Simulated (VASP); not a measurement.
# K3ScZn4F12 (a cell with a defect) in VASP: notebook

The runs below take K3ScZn4F12 (a cell with a defect) through single point, with PBEsol, PBEsol+D3(BJ).

Everything below comes from runs of VASP 6.6.1. Logs are shortened: lines on timing, memory, paths and dates and some standing lists are left out, and cuts for length are marked.

**1. The cell of the first run**

The cell holds a defect, 20 atoms: a = 8.105 Å, b = 8.105 Å, c = 4.052 Å, α = 90.00°, β = 90.00°, γ = 90.00°.

**2. Single point, PBEsol**

Input file INCAR:

```
SYSTEM = K3ScZn4F12
PREC = Accurate
ENCUT = 520
EDIFF = 1E-6
ISMEAR = -1
SIGMA = 0.05
LREAL = .FALSE.
LASPH = .TRUE.
NELM = 120
ALGO = Normal
ISIF = 2
LWAVE = .FALSE.
LCHARG = .FALSE.
GGA = PS
NBANDS = 101
NELECT = 168.0
GGA_COMPAT = .FALSE.
```

Input file KPOINTS:

```
Automatic mesh
0
Gamma
  2 2 2
  0.5 0.5 0.5
```

Input file POSCAR:

```
K3ScZn4F12
1.0
    8.1045260000      0.0000000000      0.0000000000
    0.0000000000      8.1045260000      0.0000000000
    0.0000000000      0.0000000000      4.0522630000
K Sc Zn F
3 1 4 12
Direct
    0.0049040000      0.9866000000      0.9830340000
    0.0124490000      0.5049620000      0.9911950000
    0.4802660000      0.9964690000      0.0017770000
    0.4852730000      0.4920660000      0.9591230000
    0.2643430000      0.2515810000      0.4604590000
    0.2538860000      0.7565080000      0.5225960000
    0.7546160000      0.2449220000      0.5178190000
    0.7306680000      0.7495700000      0.5269440000
    0.2638290000      0.2315770000      0.0476680000
    0.2387600000      0.7421620000      0.0045550000
    0.7568500000      0.2332460000      0.9987250000
    0.7420680000      0.7643100000      0.9840170000
    0.0122370000      0.2463900000      0.4938810000
    0.0029500000      0.7490140000      0.5521050000
    0.5159810000      0.2495750000      0.4523090000
    0.4979030000      0.7750780000      0.4983950000
    0.2397100000      0.0024650000      0.4572510000
    0.2640520000      0.4973050000      0.5427570000
    0.7680020000      0.9989630000      0.4922250000
    0.7604410000      0.5104600000      0.5308320000
```

Potentials or basis: VASP PAW PBE potentials, release 64 (K_sv, Sc_sv, Zn, F).

The run is started by

```console
cat potpaw_PBE.64/K_sv/POTCAR potpaw_PBE.64/Sc_sv/POTCAR potpaw_PBE.64/Zn/POTCAR potpaw_PBE.64/F/POTCAR > POTCAR
mpirun -np 1 vasp_std > vasp.out
```

OUTCAR:

```text
SYSTEM = K3ScZn4F12
   PREC = Accurate
   ENCUT = 520
   EDIFF = 1E-6
   ISMEAR = -1
   LREAL = .FALSE.
   LASPH = .TRUE.
   NELM = 120
   ISIF = 2
   GGA = PS
   NELECT = 168.0

 ion  position               nearest neighbor table
   1  0.005  0.987  0.983-  14 2.60  17 2.71  10 2.74  19 2.77  12 2.79  19 2.82  11 2.84   6 3.32

   2  0.012  0.505  0.991-  10 2.66  14 2.66  18 2.73  20 2.77   6 3.40
   3  0.480  0.996  0.002-   9 2.60  17 2.69  16 2.70  16 2.72  15 2.76  12 2.84  10 2.84   5 3.29
                             6 3.30   6 3.41
   4  0.485  0.492  0.959-  18 2.46
   5  0.264  0.252  0.460-   9 1.68  18 2.02  17 2.03  15 2.04  13 2.05   9 2.39   3 3.29
   6  0.254  0.757  0.523-  10 1.96  16 1.99  17 2.01  14 2.04  18 2.10  10 2.11   3 3.30   1 3.32
                             2 3.40   3 3.41
   7  0.755  0.245  0.518-  11 1.95  15 1.95  19 2.00  13 2.09  11 2.11  20 2.15
   8  0.731  0.750  0.527-  12 1.86  16 1.90  20 1.95  19 2.05  12 2.21  14 2.21
   9  0.264  0.232  0.048-   5 1.68   5 2.39   3 2.60
  10  0.239  0.742  0.005-   6 1.96   6 2.11   2 2.66   1 2.74   3 2.84
  11  0.757  0.233  0.999-   7 1.95   7 2.11   1 2.84
  12  0.742  0.764  0.984-   8 1.86   8 2.21   1 2.79   3 2.84
  13  0.012  0.246  0.494-   5 2.05   7 2.09
  14  0.003  0.749  0.552-   6 2.04   8 2.21   1 2.60   2 2.66
  15  0.516  0.250  0.452-   7 1.95   5 2.04   3 2.76
  16  0.498  0.775  0.498-   8 1.90   6 1.99   3 2.70   3 2.72
  17  0.240  0.002  0.457-   6 2.01   5 2.03   3 2.69   1 2.71
  18  0.264  0.497  0.543-   5 2.02   6 2.10   4 2.46   2 2.73
  19  0.768  0.999  0.492-   7 2.00   8 2.05   1 2.77   1 2.82
  20  0.760  0.510  0.531-   8 1.95   7 2.15   2 2.77

  LATTYP: Found a simple tetragonal cell.
 ALAT       =     8.1045260000
 C/A-ratio  =     0.5000000000

  Lattice vectors:

 A1 = (   8.1045260000,   0.0000000000,   0.0000000000)
 A2 = (   0.0000000000,   8.1045260000,   0.0000000000)
 A3 = (   0.0000000000,   0.0000000000,   4.0522630000)

Analysis of symmetry for initial positions (statically):
=====================================================================
 Subroutine PRICEL returns:
 Original cell was already a primitive cell.

 Routine SETGRP: Setting up the symmetry group for a
 simple tetragonal supercell.

 Subroutine GETGRP returns: Found  1 space group operations
 (whereof  1 operations were pure point group operations)
 out of a pool of 16 trial point group operations.

The static configuration has the point symmetry C_1 .

Analysis of symmetry for dynamics (positions and initial velocities):
=====================================================================
 Subroutine PRICEL returns:
 Original cell was already a primitive cell.

 Routine SETGRP: Setting up the symmetry group for a
 simple tetragonal supercell.

 Subroutine GETGRP returns: Found  1 space group operations
 (whereof  1 operations were pure point group operations)
 out of a pool of 16 trial point group operations.

The dynamic configuration has the point symmetry C_1 .

 Subroutine INISYM returns: Found  1 space group operations
 (whereof  1 operations are pure point group operations),
 and found     1 'primitive' translations

----------------------------------------------------------------------------------------

                                     Primitive cell

  volume of cell :     266.1662

  direct lattice vectors                    reciprocal lattice vectors
     8.104526000  0.000000000  0.000000000     0.123387845  0.000000000  0.000000000
     0.000000000  8.104526000  0.000000000     0.000000000  0.123387845  0.000000000
     0.000000000  0.000000000  4.052263000     0.000000000  0.000000000  0.246775691

  length of vectors
     8.104526000  8.104526000  4.052263000     0.123387845  0.123387845  0.246775691

  position of ions in fractional coordinates (direct lattice)
     0.004904000  0.986600000  0.983034000
     0.012449000  0.504962000  0.991195000
     0.480266000  0.996469000  0.001777000
     0.485273000  0.492066000  0.959123000
     0.264343000  0.251581000  0.460459000
     0.253886000  0.756508000  0.522596000
[... 12 lines left out ...]
     0.768002000  0.998963000  0.492225000
     0.760441000  0.510460000  0.530832000

  ion indices of the primitive-cell ions
   primitive index   ion index
                 1           1
                 2           2
                 3           3
                 4           4
                 5           5
                 6           6
[... 12 lines left out ...]
                19          19
                20          20

----------------------------------------------------------------------------------------

 KPOINTS: Automatic mesh

Automatic generation of k-mesh.
 Grid dimensions read from file:
 generate k-points for:    2    2    2

 Generating k-lattice:

  Cartesian coordinates                     Fractional coordinates (reciprocal lattice)
     0.061693923  0.000000000  0.000000000     0.500000000  0.000000000  0.000000000
     0.000000000  0.061693923  0.000000000     0.000000000  0.500000000  0.000000000
     0.000000000  0.000000000  0.123387845     0.000000000  0.000000000  0.500000000

  Length of vectors
     0.061693923  0.061693923  0.123387845

  Shift w.r.t. Gamma in fractional coordinates (k-lattice)
     0.500000000  0.500000000  0.500000000

 Subroutine IBZKPT returns following result:
 ===========================================

 Found      4 irreducible k-points:

 Following reciprocal coordinates:
            Coordinates               Weight
  0.250000  0.250000  0.250000      2.000000
 -0.250000  0.250000  0.250000      2.000000
 -0.250000 -0.250000  0.250000      2.000000
  0.250000 -0.250000  0.250000      2.000000
   k-points           NKPTS =      4   k-points in BZ     NKDIM =      4   number of bands    NBANDS=    101
   number of dos      NEDOS =    301   number of ions     NIONS =     20
   total plane-waves  NPLWV = 108000
   dimension x,y,z NGX =    60 NGY =   60 NGZ =   30
   dimension x,y,z NGXF=   120 NGYF=  120 NGZF=   60
   ions per type =               3   1   4  12
   NGX,Y,Z   is equivalent  to a cutoff of  12.31, 12.31, 12.31 a.u.
   NGXF,Y,Z  is equivalent  to a cutoff of  24.62, 24.62, 24.62 a.u.
 SYSTEM =  K3ScZn4F12
   PREC   = accura    normal or accurate (medium, high low for compatibility)
   ISTART =      0    job   : 0-new  1-cont  2-samecut
   ICHARG =      2    charge: 1-file 2-atom 10-const
   ISPIN  =      1    spin polarized calculation?
   LNONCOLLINEAR =      F non collinear calculations
   LSORBIT =      F    spin-orbit coupling
   LASPH  =      T    aspherical Exc in radial PAW
   ENCUT  =  520.0 eV  38.22 Ry    6.18 a.u.  15.07 15.07  7.53*2*pi/ulx,y,z
   NELM   =    120;   NELMIN=  2; NELMDL= -5     # of ELM steps
   EDIFF  = 0.1E-05   stopping-criterion for ELM
   LREAL  =      F    real-space projection
   EDIFFG = 0.1E-04   stopping-criterion for IOM
   NSW    =      0    number of steps for IOM
   IBRION =     -1    ionic relax: 0-MD 1-quasi-New 2-CG
   NFREE  =      0    steps in history (QN), initial steepest desc. (CG)
   ISIF   =      2    stress and relaxation
   ISYM   =      2    0-nonsym 1-usesym 2-fastsym
   POTIM  = 0.5000    time-step for ionic-motion
   TEBEG  =    0.0;   TEEND  =   0.0 temperature during run
   PSTRESS=    0.0 pullay stress
   NELECT =     168.0000    total number of electrons
   NUPDOWN=      -1.0000    fix difference up-down
   EMIN   =  10.00;   EMAX   =-10.00  energy-range for DOS
   EFERMI =   0.00;   METHOD = LEGACY
   ISMEAR =    -1;   SIGMA  =   0.05  broadening in eV -4-tet -1-fermi 0-gaus
   EFERMI_NEDOS =   21; number of points for ismear=-14 and -15
   IALGO  =     38    algorithm
   IMIX   =      4    mixing-type and parameters
     AMIX     =   0.40;   BMIX     =  1.00
     AMIX_MAG =   1.60;   BMIX_MAG =  1.00
  volume/ion in A,a.u.               =      13.31        89.81
  Fermi-wavevector in a.u.,A,eV,Ry     =   1.404301  2.653745 26.831535  1.972062
  Thomas-Fermi vector in A             =   2.526877
   LORBIT       =      0    0 simple, 1 ext, 2 COOP (PROOUT), +10 PAW based schemes
   GGA     = PS    functional components
   LHFCALC =     F    Hartree Fock is set to
   AEXX    =    0.0000 exact exchange contribution
   IVDW    =     0    specifies the selected vdW correction
   LEPSILON=     F    determine dielectric tensor
   LRPA    =     F    only Hartree local field effects (RPA)
 non-spin polarized calculation
  energy-cutoff  :      520.00
  volume of cell :      266.17
 maximum number of plane-waves:      7166
   NGX = 31   NGY = 31   NGZ = 15

 number of electron     167.9999960 magnetization

 Free energy of the ion-electron system (eV)
  ---------------------------------------------------
  ext. energy  EPLUGINS =         0.00000000
  ---------------------------------------------------
  free energy    TOTEN  =       -88.63923635 eV

  energy without entropy =      -88.60251957  energy(sigma->0) =      -88.62087796

 E-fermi :  -0.5524     XC(G=0): -10.0644

 val. band max:       -0.7005890142   @ k =   0.2500   0.2500   0.2500
 cond. band min:      -0.3873896976   @ k =   0.2500   0.2500   0.2500
 fundamental gap:      0.3131993166
 Fermi energy:        -0.5524138967

 k-point     1 :       0.2500    0.2500    0.2500
  band No.  band energies     occupation
      1     -53.1366      2.00000
      2     -31.6995      2.00000
      3     -31.6705      2.00000
      4     -31.6556      2.00000
      5     -26.7792      2.00000
      6     -26.6172      2.00000
[... 88 lines left out ...]
     95       7.3002      0.00000
     96       7.9138      0.00000

 k-point     2 :      -0.2500    0.2500    0.2500
  band No.  band energies     occupation
      1     -53.1366      2.00000
      2     -31.6995      2.00000
      3     -31.6705      2.00000
      4     -31.6556      2.00000
      5     -26.7792      2.00000
      6     -26.6172      2.00000
[... 88 lines left out ...]
     95       7.1721      0.00000
     96       7.8762      0.00000

 k-point     3 :      -0.2500   -0.2500    0.2500
  band No.  band energies     occupation
      1     -53.1366      2.00000
      2     -31.6995      2.00000
      3     -31.6705      2.00000
      4     -31.6556      2.00000
      5     -26.7792      2.00000
      6     -26.6172      2.00000
[... 88 lines left out ...]
     95       7.2480      0.00000
     96       7.8638      0.00000

 k-point     4 :       0.2500   -0.2500    0.2500
  band No.  band energies     occupation
      1     -53.1366      2.00000
      2     -31.6995      2.00000
      3     -31.6705      2.00000
      4     -31.6556      2.00000
      5     -26.7792      2.00000
      6     -26.6172      2.00000
[... 88 lines left out ...]
     95       7.3192      0.00000
     96       7.9346      0.00000
 [bands above 96 left out]

------------------------ aborting loop because EDIFF is reached ----------------------------------------

  FORCE on cell =-STRESS in cart. coord.  units (eV):
  Direction    XX          YY          ZZ          XY          YZ          ZX
  --------------------------------------------------------------------------------------
  -------------------------------------------------------------------------------------
  Total      -17.4639501    -16.7684946     -3.6329950     -0.6816256      1.9917194      0.1746509
  in kB     -105.1235940   -100.9373256    -21.8686774     -4.1030200     11.9890806      1.0513044
  external PRESSURE =     -75.9765323 kB  Pullay stress =       0.0000000 kB

 VOLUME and BASIS-vectors are now :
 -----------------------------------------------------------------------------
  energy-cutoff  :      520.00
  volume of cell :      266.17
      direct lattice vectors                 reciprocal lattice vectors
     8.104526000  0.000000000  0.000000000     0.123387845  0.000000000  0.000000000
     0.000000000  8.104526000  0.000000000     0.000000000  0.123387845  0.000000000
     0.000000000  0.000000000  4.052263000     0.000000000  0.000000000  0.246775691

 POSITION                                       TOTAL-FORCE (eV/Angst)
 -----------------------------------------------------------------------------------
      0.03974      7.99593      3.98351        -0.325637      0.300234      0.180238
      0.10089      4.09248      4.01658        -0.576234     -0.150348      0.188742
      3.89233      8.07591      0.00720         0.556725     -0.029781     -0.068388
      3.93291      3.98796      3.88662        -0.057609     -0.322746     -0.703858
      2.14237      2.03894      1.86590        -2.068364     -1.262326      5.226103
      2.05763      6.13114      2.11770        -1.910574      1.302429     -0.717325
[... 12 lines left out ...]
      6.22429      8.09612      1.99463        -0.490468     -0.165804     -0.016807
      6.16301      4.13704      2.15107        -1.692866     -0.934028      0.126523
 -----------------------------------------------------------------------------------
    total drift:                                0.000975     -0.001352     -0.001772

  FREE ENERGIE OF THE ION-ELECTRON SYSTEM (eV)
  ---------------------------------------------------
  free  energy   TOTEN  =       -88.6392363488 eV

  energy  without entropy=      -88.6025195749  energy(sigma->0) =      -88.62087796
```

Wall time 14 min (1 thread of Intel Xeon Platinum 8375C at 2.90GHz (Ice Lake), shared host); peak memory 0.37 GiB.

What came out:

```yaml
Free_energy: -88.6392 eV
Largest_force: 6.434 eV/Å
```

Forces on the atoms (eV/Å):
```
K   -0.326  0.300  0.180
K   -0.576 -0.150  0.189
K    0.557 -0.030 -0.068
Sc  -0.058 -0.323 -0.704
Zn  -2.068 -1.262  5.226
Zn  -1.911  1.302 -0.717
Zn   2.197 -0.995 -0.591
Zn   2.683  1.656 -1.574
F    1.003  1.299 -6.221
F    1.461 -1.111  0.667
F   -0.930  1.133  0.336
F   -0.958 -1.018  1.915
F   -0.069  0.585  0.179
F    0.221 -0.437 -0.523
F   -0.714  1.734  0.331
F   -1.008 -1.366  0.015
F    0.559 -0.312  0.604
F    2.120  0.093  0.649
F   -0.490 -0.166 -0.017
F   -1.693 -0.934  0.127
```

Caveat: the k points lie up to 0.78 Å⁻¹ apart; the cell carries a net charge on a neutralising background, which shifts energy and pressure; the cell is charged against a uniform background, so pressure and absolute levels hang on convention; the PAW data sets were made with another functional, which shifts forces and pressure a little.

**3. Single point, PBEsol+D3(BJ)**

INCAR: that of step 2 with these lines changed.

```diff
@@ -12,4 +12,7 @@
 LWAVE = .FALSE.
-LCHARG = .FALSE.
+LCHARG = .TRUE.
 GGA = PS
+IVDW = 12
+LELF = .TRUE.
+LVHAR = .TRUE.
 NBANDS = 101
```

KPOINTS is that of step 2.

POSCAR is that of step 2.

Potentials or basis: VASP PAW PBE potentials, release 64 (K_sv, Sc_sv, Zn, F).

The run is started by

```console
cat potpaw_PBE.64/K_sv/POTCAR potpaw_PBE.64/Sc_sv/POTCAR potpaw_PBE.64/Zn/POTCAR potpaw_PBE.64/F/POTCAR > POTCAR
mpirun -np 1 vasp_std > vasp.out
```

It took 15 min on 1 thread of Intel Xeon Platinum 8375C at 2.90GHz (Ice Lake), shared host; peak memory 0.38 GiB.

It converged, with:

| Item | Value |
| --- | --- |
| Free energy | -91.4310 eV |
| Largest force | 6.434 eV/Å |
| Dispersion energy per atom | -0.140 eV |

Forces on the atoms (eV/Å):
```
K   -0.326  0.300  0.180
K   -0.577 -0.151  0.187
K    0.557 -0.030 -0.069
Sc  -0.058 -0.324 -0.705
Zn  -2.066 -1.262  5.224
Zn  -1.909  1.304 -0.715
Zn   2.198 -0.994 -0.589
Zn   2.681  1.656 -1.573
F    1.003  1.299 -6.221
F    1.461 -1.111  0.667
F   -0.930  1.133  0.336
F   -0.959 -1.018  1.915
F   -0.069  0.585  0.178
F    0.221 -0.437 -0.523
F   -0.714  1.734  0.331
F   -1.008 -1.365  0.015
F    0.560 -0.312  0.603
F    2.120  0.093  0.649
F   -0.491 -0.166 -0.017
F   -1.693 -0.934  0.127
```

Levels at points of the mesh, in eV from the Fermi level:
```csv
k point,band 81,band 82,band 83,band 84,band 85,band 86,band 87,band 88
"(0.25, 0.25, 0.25)",-0.58,-0.49,-0.43,-0.15,0.17,0.27,0.32,0.42
```

Caveat: the k points lie up to 0.78 Å⁻¹ apart; the cell carries a net charge on a neutralising background, which shifts energy and pressure; the cell is charged against a uniform background, so pressure and absolute levels hang on convention; three body term missing; the PAW data sets were made with another functional, which shifts forces and pressure a little.
